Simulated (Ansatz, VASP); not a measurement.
One calculation of Tl, two programs

```
Tl
1.0
    -1.90218    1.94100    1.94100
     1.94100   -1.90218    1.94100
     1.94100    1.94100   -1.90218
Tl
1
Direct
  0.00000 0.00000 0.00000
```

Change from the starting cell: equal xy, yz and zx shear strains of +2 %.

Alike in both runs: task single point; functional LDA; k mesh 13 × 13 × 13; occupations fermi-dirac, width 0.05 eV; no spin polarisation.

|  | VASP | Ansatz |
| --- | --- | --- |
| version | VASP 6.6.1 | Ansatz 0.2.0 |
| potentials or method | VASP PAW LDA potentials, release 64 (Tl_d), cutoff 520 eV | all-electron LAPW, scalar-relativistic |

Ansatz gave:

- pressure (GPa): -2.5
- traceless stress, the component that is largest in VASP (GPa): -0.18

Q: What did VASP give for the same quantities?

A: Pressure (GPa): -2.4; traceless stress, the component that is largest in VASP (GPa): -0.19.

LDA's correlation is that of Perdew and Zunger in VASP and of Perdew and Wang (1992) in Ansatz. Ansatz ran all-electron here, and VASP with PAW potentials.

Neither program's run includes spin-orbit coupling.
